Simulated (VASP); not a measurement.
# AlNi (P4/mmm) in VASP: further runs

Runs on AlNi. Level: PBEsol. Tasks: relaxation of cell and atoms, single point.

Program: VASP 6.6.1. These are calculated values, not measurements. Logs are shortened: lines on timing, memory, paths and dates and some standing lists are left out, and cuts for length are marked.

**1. The cell of the first run**

The typed cell holds 2 atoms: a = 2.769 Å, b = 2.769 Å, c = 2.778 Å, α = 90.00°, β = 90.00°, γ = 90.00°.

**2. Relaxation of cell and atoms, PBEsol, target pressure 20 GPa, at which the enthalpy is minimised**

INCAR reads:

```
ALGO     = Fast           # electronic algorithm
EDIFF    = 1E-7           # SCF threshold, eV
EDIFFG   = -0.008         # ionic threshold
ENCUT    = 600            # plane-wave cutoff, eV
GGA      = PS             # functional
IBRION   = 2              # ionic algorithm
ISIF     = 3              # what is computed and relaxed
ISMEAR   = 0              # smearing method
LASPH    = True           # aspherical terms in the spheres
LCHARG   = False          # write CHGCAR
LREAL    = False          # projectors in reciprocal space
LWAVE    = False          # write WAVECAR
NELM     = 60             # most SCF steps
NSW      = 70             # ionic steps
PREC     = Accurate       # precision mode
PSTRESS  = 200.0        
SIGMA    = 0.1            # smearing width, eV
```

KPOINTS reads:

```
k-points
0
Gamma
  16 16 14
```

POSCAR reads:

```
AlNi
1.0
    1.9580172692     -1.9580172692      0.0000000000
    1.9580172692      1.9580172692      0.0000000000
    0.0000000000      0.0000000000      2.7778361142
Al Ni
1 1
Direct
    0.0000000000      0.0000000000      0.0000000000
    0.5000000000      0.5000000000      0.5000000000
```

Potentials or basis: VASP PAW PBE potentials, release 64 (Al, Ni).

Run with:

```console
$ cat potpaw_PBE.64/Al/POTCAR potpaw_PBE.64/Ni/POTCAR > POTCAR
$ mpirun -np 1 vasp_std > vasp.out
```

OUTCAR:

```text
EDIFF = 1E-7
   EDIFFG = -0.008
   ENCUT = 600
   GGA = PS
   IBRION = 2
   ISIF = 3
   ISMEAR = 0
   LASPH = True
   LREAL = False
   NELM = 60
   NSW = 70
   PREC = Accurate
   PSTRESS = 200.0

 ion  position               nearest neighbor table
   1  0.000  0.000  0.000-   2 2.40   2 2.40   2 2.40   2 2.40   2 2.40   2 2.40   2 2.40   2 2.40

   2  0.500  0.500  0.500-   1 2.40   1 2.40   1 2.40   1 2.40   1 2.40   1 2.40   1 2.40   1 2.40

  LATTYP: Found a simple tetragonal cell.
 ALAT       =     2.7690545775
 C/A-ratio  =     1.0031713123

  Lattice vectors:

 A1 = (   1.9580172692,  -1.9580172692,   0.0000000000)
 A2 = (   1.9580172692,   1.9580172692,   0.0000000000)
 A3 = (   0.0000000000,   0.0000000000,   2.7778361142)

Analysis of symmetry for initial positions (statically):
=====================================================================
 Subroutine PRICEL returns:
 Original cell was already a primitive cell.

 Routine SETGRP: Setting up the symmetry group for a
 simple tetragonal supercell.

 Subroutine GETGRP returns: Found 16 space group operations
 (whereof 16 operations were pure point group operations)
 out of a pool of 16 trial point group operations.

The static configuration has the point symmetry D_4h.

Analysis of symmetry for dynamics (positions and initial velocities):
=====================================================================
 Subroutine PRICEL returns:
 Original cell was already a primitive cell.

 Routine SETGRP: Setting up the symmetry group for a
 simple tetragonal supercell.

 Subroutine GETGRP returns: Found 16 space group operations
 (whereof 16 operations were pure point group operations)
 out of a pool of 16 trial point group operations.

The dynamic configuration has the point symmetry D_4h.

 Subroutine INISYM returns: Found 16 space group operations
 (whereof 16 operations are pure point group operations),
 and found     1 'primitive' translations

----------------------------------------------------------------------------------------

                                     Primitive cell

  volume of cell :      21.2995

  direct lattice vectors                    reciprocal lattice vectors
     1.958017269 -1.958017269  0.000000000     0.255360363 -0.255360363  0.000000000
     1.958017269  1.958017269  0.000000000     0.255360363  0.255360363  0.000000000
[... 101 lines left out ...]
   EFERMI_NEDOS =   21; number of points for ismear=-14 and -15
   IALGO  =     68    algorithm
   IMIX   =      4    mixing-type and parameters
     AMIX     =   0.40;   BMIX     =  1.00
     AMIX_MAG =   1.60;   BMIX_MAG =  1.00
  volume/ion in A,a.u.               =      10.65        71.87
  Fermi-wavevector in a.u.,A,eV,Ry     =   1.388671  2.624208 26.237576  1.928407
  Thomas-Fermi vector in A             =   2.512775
   LORBIT       =      0    0 simple, 1 ext, 2 COOP (PROOUT), +10 PAW based schemes
   GGA     = PS    functional components
   LHFCALC =     F    Hartree Fock is set to
   AEXX    =    0.0000 exact exchange contribution
   IVDW    =     0    specifies the selected vdW correction
   LEPSILON=     F    determine dielectric tensor
   LRPA    =     F    only Hartree local field effects (RPA)
 conjugate gradient relaxation of ions
 non-spin polarized calculation
 RMM-DIIS sequential band-by-band and
 Gauss-broadening in eV      SIGMA  =   0.10
  energy-cutoff  :      600.00
  volume of cell :       21.30
 maximum number of plane-waves:       739
 NGX is ok and might be reduce to    24

--------------------------------------- Ionic step        1  -------------------------------------------

 number of electron      12.9999997 magnetization

 Free energy of the ion-electron system (eV)
  ---------------------------------------------------
  ext. energy  EPLUGINS =         0.00000000
  ---------------------------------------------------
  free energy    TOTEN  =       -11.46077699 eV

  energy without entropy =      -11.45737492  energy(sigma->0) =      -11.45907596

------------------------ aborting loop because EDIFF is reached ----------------------------------------

  FORCE on cell =-STRESS in cart. coord.  units (eV):
  Direction    XX          YY          ZZ          XY          YZ          ZX
  --------------------------------------------------------------------------------------
  -------------------------------------------------------------------------------------
  Total        2.8359017      2.8359017      2.8244304      0.0000000      0.0000000      0.0000000
  in kB      213.3202607    213.3202607    212.4573745      0.0000000      0.0000000      0.0000000
  external PRESSURE =      13.0326320 kB  Pullay stress =     200.0000000 kB
[... 139 lines left out ...]
--------------------------------------- Ionic step        5  -------------------------------------------

 number of electron      12.9999995 magnetization

 Free energy of the ion-electron system (eV)
  ---------------------------------------------------
  ext. energy  EPLUGINS =         0.00000000
  ---------------------------------------------------
  free energy    TOTEN  =       -11.46707905 eV

  energy without entropy =      -11.46367190  energy(sigma->0) =      -11.46537547

 E-fermi :  11.4569     XC(G=0): -12.7283

 val. band max:       11.4454147243   @ k =   0.3750   0.3750   0.5000
 cond. band min:      11.4624565762   @ k =   0.4375   0.2500   0.4286
 fundamental gap:      0.0170418519
 Fermi energy:        11.4568793816

 k-point     1 :       0.0000    0.0000    0.0000
  band No.  band energies     occupation
      1      -0.5175      2.00000
      2       7.6450      2.00000
      3       7.6476      2.00000
      4       9.6771      2.00000
      5       9.6771      2.00000
      6       9.6866      2.00000
      7      17.3913      0.00000
      8      17.5124      0.00000
      9      17.5124      0.00000
     10      19.9804      0.00000
[... 287 lines left out ...]
 k-point    24 :       0.5000    0.1250    0.0000
  band No.  band energies     occupation
      1       4.2886      2.00000
      2       4.3339      2.00000
      3       8.2885      2.00000
      4       8.7937      2.00000
      5       8.8754      2.00000
      6       9.6623      2.00000
      7      10.7613      2.00000
      8      18.8276      0.00000
      9      19.9125      0.00000
     10      22.4511      0.00000

 [... further k-points ...]

------------------------ aborting loop because EDIFF is reached ----------------------------------------

  FORCE on cell =-STRESS in cart. coord.  units (eV):
  Direction    XX          YY          ZZ          XY          YZ          ZX
  --------------------------------------------------------------------------------------
  -------------------------------------------------------------------------------------
  Total        2.6703755      2.6703755      2.6606399      0.0000000      0.0000000      0.0000000
  in kB      200.3999723    200.3999723    199.6693601      0.0000000      0.0000000      0.0000000
  external PRESSURE =       0.1564349 kB  Pullay stress =     200.0000000 kB
[... 21 lines left out ...]
  energy  without entropy=      -11.4636718982  energy(sigma->0) =      -11.46537547

  enthalpy is  TOTEN    =        -8.8020332925 eV   P V=        2.6650457545

 reached required accuracy - stopping structural energy minimisation
```

OSZICAR:

```text
N       E                     dE             d eps       ncg     rms          rms(c)
DAV:   1     0.426454651211E+02    0.42645E+02   -0.63635E+03  7232   0.158E+03
DAV:   2    -0.117976612141E+02   -0.54443E+02   -0.51782E+02  7238   0.222E+02
DAV:   3    -0.131807035787E+02   -0.13830E+01   -0.13655E+01  8470   0.451E+01
DAV:   4    -0.132033656477E+02   -0.22662E-01   -0.22643E-01  8420   0.524E+00
[... 47 lines left out ...]
RMM:   2    -0.114671255521E+02   -0.17142E-04   -0.33411E-04  7200   0.291E-01    0.559E-02
RMM:   3    -0.114670796620E+02    0.45890E-04   -0.10812E-04  7200   0.197E-01    0.951E-03
RMM:   4    -0.114670792732E+02    0.38882E-06   -0.16925E-06  7167   0.168E-02    0.354E-03
RMM:   5    -0.114670790981E+02    0.17507E-06   -0.54000E-07  6615   0.117E-02    0.471E-04
RMM:   6    -0.114670790470E+02    0.51125E-07   -0.77583E-08  4117   0.329E-03
   5 F= -.88020333E+01 E0= -.88003297E+01  d E =-.770865E-04
```

CONTCAR:

```text
AlNi
   1.00000000000000
     1.9595778486107995   -1.9595778486107995   -0.0000000000000000
     1.9595778486107995    1.9595778486107995    0.0000000000000000
     0.0000000000000000    0.0000000000000000    2.7799066835114519
  Al              Ni
     1     1
Direct
     0.0000000000000000    0.0000000000000000    0.0000000000000000
     0.5000000000000000    0.5000000000000000    0.5000000000000000

  0.00000000E+00  0.00000000E+00  0.00000000E+00
  0.00000000E+00  0.00000000E+00  0.00000000E+00
```

Run time: 5.2 min. Hardware: 1 thread of Intel Xeon 8259CL, shared host; peak memory 0.25 GiB.

What came out:

```
Free energy                                                : -11.4671 eV
Relaxed volume                                             : 10.67 Å³/atom
Relaxed cell                                               : a = 2.771 Å, b = 2.771 Å, c = 2.780 Å, α = 90.00°, β = 90.00°, γ = 90.00°
Space group after relaxing (to 0.1 Å)                      : Pm-3m (No. 221)
Energy change on relaxing (the run minimises the enthalpy) : -3.2 meV/atom
Ionic steps                                                : 5
Pressure after relaxing                                    : 20.0 GPa
Band gap on the k mesh                                     : zero (an odd number of electrons rules out a gap without spin polarisation)
```

Step by step:
```tsv
step	energy change (eV)	largest force (eV/Å)	pressure (GPa)	volume (Å³)
1	0.0000	0.0000	21.30	21.30
2	-0.0318	0.0000	17.34	21.57
3	-0.0079	0.0000	19.87	21.36
4	-0.0072	0.0000	19.93	21.36
5	-0.0063	0.0000	20.02	21.35
```

Final structure:
```
Al Ni
1.0
     1.95958   -1.95958    0.00000
     1.95958    1.95958    0.00000
     0.00000    0.00000    2.77991
Al Ni
1 1
Direct
  0.00000 0.00000 0.00000
  0.50000 0.50000 0.50000
```

Caveat: the cell is relaxed towards a set pressure, so the run minimises the enthalpy, not the energy; the PAW data sets were made with another functional, which shifts forces and pressure a little. Spin polarisation is off, so any magnetic state and its effect on volume and gap are missing.

**3. Single point, PBEsol**

This run uses another cell than the first one: it holds 6 atoms, not 2.

INCAR reads:

```
PREC = Accurate
ENCUT = 520
EDIFF = 1E-7
ISMEAR = 0
SIGMA = 0.15
LREAL = False
LASPH = True
NELM = 60
ALGO = Fast
ISIF = 2
LWAVE = False
LCHARG = False
GGA = PS
NBANDS = 28
```

KPOINTS reads:

```
regular mesh
0
Gamma
  20 20 7
```

POSCAR reads:

```
AlNi
1.0
   -2.0213280871     -2.0213497883      0.0000000000
    0.0000000000      0.0000000000     -2.8694088109
    6.0639842614     -6.0640493649      0.0000000000
Al Ni
3 3
Direct
    1.0000000000      0.0000000000      0.3333333333
    1.0000000000      0.0000000000      0.6666666667
    1.0000000000      0.0000000000      0.0000000000
    0.5000000000      0.5000000000      0.1666666667
    0.5000000000      0.5000000000      0.5000000000
    0.5000000000      0.5000000000      0.8333333333
```

Potentials or basis: VASP PAW PBE potentials, release 64 (Al, Ni).

Run with:

```console
$ cat potpaw_PBE.64/Al/POTCAR potpaw_PBE.64/Ni/POTCAR > POTCAR
$ mpirun -np 1 vasp_std > vasp.out
```

OUTCAR:

```text
PREC = Accurate
   ENCUT = 520
   EDIFF = 1E-7
   ISMEAR = 0
   LREAL = False
   LASPH = True
   NELM = 60
   ISIF = 2
   GGA = PS

 ion  position               nearest neighbor table
   1  0.000  0.000  0.333-   4 2.48   4 2.48   5 2.48   5 2.48   4 2.48   4 2.48   5 2.48   5 2.48
                             3 2.86   2 2.86
   2  0.000  0.000  0.667-   6 2.48   6 2.48   5 2.48   5 2.48   6 2.48   6 2.48   5 2.48   5 2.48
                             3 2.86   1 2.86
   3  0.000  0.000  0.000-   6 2.48   6 2.48   4 2.48   4 2.48   4 2.48   6 2.48   4 2.48   6 2.48
                             1 2.86   2 2.86
   4  0.500  0.500  0.167-   1 2.48   1 2.48   3 2.48   3 2.48   1 2.48   1 2.48   3 2.48   3 2.48
                             5 2.86   6 2.86
   5  0.500  0.500  0.500-   1 2.48   1 2.48   2 2.48   2 2.48   1 2.48   2 2.48   1 2.48   2 2.48
                             4 2.86   6 2.86
   6  0.500  0.500  0.833-   2 2.48   2 2.48   3 2.48   3 2.48   2 2.48   2 2.48   3 2.48   3 2.48
                             5 2.86   4 2.86

  LATTYP: Found a simple monoclinic cell.
 ALAT       =     2.8586049399
 B/A-ratio  =     1.0037794208
 C/A-ratio  =     3.0000000000
 COS(beta)  =    -0.0000107360

  Lattice vectors:

 A1 = (  -2.0213280871,  -2.0213497883,   0.0000000000)
 A2 = (   0.0000000000,   0.0000000000,   2.8694088109)
 A3 = (  -6.0639842614,   6.0640493649,   0.0000000000)

Analysis of symmetry for initial positions (statically):
=====================================================================
 Subroutine PRICEL returns following result:

  LATTYP: Found a base centered orthorhombic cell.
 ALAT       =     4.0426561740
 B/A-ratio  =     1.0000107361
 C/A-ratio  =     0.7097830454

  Lattice vectors:

 A1 = (   2.0213280871,   2.0213497883,   0.0000000000)
 A2 = (   2.0213280869,  -2.0213497881,   0.0000000000)
 A3 = (   0.0000000000,   0.0000000000,  -2.8694088109)

   3 primitive cells build up your supercell.

 Routine SETGRP: Setting up the symmetry group for a
 simple monoclinic supercell.
[... 154 lines left out ...]
  Thomas-Fermi vector in A             =   2.472854
   LORBIT       =      0    0 simple, 1 ext, 2 COOP (PROOUT), +10 PAW based schemes
   GGA     = PS    functional components
   LHFCALC =     F    Hartree Fock is set to
   AEXX    =    0.0000 exact exchange contribution
   IVDW    =     0    specifies the selected vdW correction
   LEPSILON=     F    determine dielectric tensor
   LRPA    =     F    only Hartree local field effects (RPA)
 non-spin polarized calculation
 RMM-DIIS sequential band-by-band and
 Gauss-broadening in eV      SIGMA  =   0.15
  energy-cutoff  :      520.00
  volume of cell :       70.34
 maximum number of plane-waves:      1921
 NGX is ok and might be reduce to    24

 number of electron      39.0000016 magnetization

 Free energy of the ion-electron system (eV)
  ---------------------------------------------------
  ext. energy  EPLUGINS =         0.00000000
  ---------------------------------------------------
  free energy    TOTEN  =       -34.77262367 eV

  energy without entropy =      -34.74579879  energy(sigma->0) =      -34.75921123

 E-fermi :  10.1597     XC(G=0): -12.2616

 val. band max:       10.1538224929   @ k =  -0.3500   0.0000   0.1429
 cond. band min:      10.1604553322   @ k =   0.3500   0.0000   0.2857
 fundamental gap:      0.0066328392
 Fermi energy:        10.1596699043

 k-point     1 :       0.0000    0.0000    0.0000
  band No.  band energies     occupation
      1      -1.1174      2.00000
      2       0.9072      2.00000
      3       0.9072      2.00000
      4       5.7049      2.00000
      5       5.7049      2.00000
      6       6.8254      2.00000
[... 733 lines left out ...]
     27      17.7453      0.00000
     28      18.7537      0.00000

 [... further k-points ...]

------------------------ aborting loop because EDIFF is reached ----------------------------------------

  FORCE on cell =-STRESS in cart. coord.  units (eV):
  Direction    XX          YY          ZZ          XY          YZ          ZX
  --------------------------------------------------------------------------------------
  -------------------------------------------------------------------------------------
  Total        0.1093128      0.1080968     -0.0103651      0.0131719      0.0000000      0.0000000
  in kB        2.4897718      2.4620758     -0.2360816      0.3000113      0.0000000      0.0000000
  external PRESSURE =       1.5719220 kB  Pullay stress =       0.0000000 kB

 VOLUME and BASIS-vectors are now :
 -----------------------------------------------------------------------------
  energy-cutoff  :      520.00
  volume of cell :       70.34
      direct lattice vectors                 reciprocal lattice vectors
    -2.021328087 -2.021349788  0.000000000    -0.247362120 -0.247359464  0.000000000
     0.000000000  0.000000000 -2.869408811     0.000000000  0.000000000 -0.348503844
     6.063984261 -6.064049365  0.000000000     0.082454040 -0.082453155  0.000000000

 POSITION                                       TOTAL-FORCE (eV/Angst)
 -----------------------------------------------------------------------------------
      2.02133     -2.02135      0.00000        -0.000000      0.000000      0.000000
      4.04266     -4.04270      0.00000        -0.000000      0.000000      0.000000
      0.00000      0.00000      0.00000        -0.000000      0.000000      0.000000
      0.00000     -2.02135     -1.43470        -0.000000      0.000000      0.000000
      2.02133     -4.04270     -1.43470         0.000000     -0.000000      0.000000
      4.04266     -6.06405     -1.43470        -0.000000      0.000000     -0.000000
 -----------------------------------------------------------------------------------
    total drift:                                0.000000     -0.000000      0.000000

  FREE ENERGIE OF THE ION-ELECTRON SYSTEM (eV)
  ---------------------------------------------------
  free  energy   TOTEN  =       -34.7726236711 eV

  energy  without entropy=      -34.7457987944  energy(sigma->0) =      -34.75921123
```

OSZICAR:

```text
N       E                     dE             d eps       ncg     rms          rms(c)
DAV:   1     0.221856788755E+03    0.22186E+03   -0.16281E+04 43752   0.157E+03
DAV:   2    -0.259236039512E+02   -0.24778E+03   -0.23712E+03 43756   0.320E+02
DAV:   3    -0.394028156522E+02   -0.13479E+02   -0.13071E+02 49640   0.949E+01
[... 17 lines left out ...]
RMM:  21    -0.347726256363E+02    0.13764E-05   -0.69431E-07 47776   0.801E-03    0.220E-02
RMM:  22    -0.347726245811E+02    0.10552E-05   -0.51794E-07 45197   0.570E-03    0.116E-02
RMM:  23    -0.347726239115E+02    0.66961E-06   -0.29794E-07 35093   0.388E-03    0.324E-03
RMM:  24    -0.347726237406E+02    0.17086E-06   -0.46151E-08 26045   0.157E-03    0.828E-04
RMM:  25    -0.347726236711E+02    0.69482E-07   -0.13082E-08 25713   0.115E-03
   1 F= -.34772624E+02 E0= -.34759211E+02  d E =-.268249E-01
```

stdout:

```text
POSCAR found type information on POSCAR AlNi
 POSCAR found :  2 types and       6 ions
 scaLAPACK will be used
 -----------------------------------------------------------------------------
|                                                                             |
|                                                                             |
|     You enforced a specific xc type in the INCAR file but a different       |
|     I HOPE YOU KNOW WHAT YOU ARE DOING!                                     |
|                                                                             |
 -----------------------------------------------------------------------------

 LDA part: xc-table for (Slater+PW92), standard interpolation
 POSCAR, INCAR and KPOINTS ok, starting setup
 FFT: planning ... GRIDC
 FFT: planning ... GRID_SOFT
 FFT: planning ... GRID
 WAVECAR not read
 entering main loop
WARNING in EDDRMM: call to ZHEGV failed, returncode =   8  4     28
WARNING in EDDRMM: call to ZHEGV failed, returncode =   6  3     28
WARNING in EDDRMM: call to ZHEGV failed, returncode =   8  4     28
WARNING in EDDRMM: call to ZHEGV failed, returncode =   8  4     27
WARNING in EDDRMM: call to ZHEGV failed, returncode =   8  4     28
WARNING in EDDRMM: call to ZHEGV failed, returncode =   6  3     27
 num prob RMM:  25    -0.347726236711E+02    0.69482E-07   -0.13082E-08 25713   0.115E-03
```

Wall time 50 min (1 thread of Oxide Virtual Turin-like, shared host); peak memory 1.1 GiB.

What came out:

- Free energy: -34.7726 eV
- Pressure: 0.2 GPa
- Band gap on the k mesh: zero (an odd number of electrons rules out a gap without spin polarisation)

Stress tensor (GPa, compression positive):
```
 0.25  0.03  0.00
 0.03  0.25  0.00
 0.00  0.00 -0.02
```

Caveat: the PAW data sets were made with another functional, which shifts forces and pressure a little. Spin polarisation is off, so any magnetic state and its effect on volume and gap are missing.
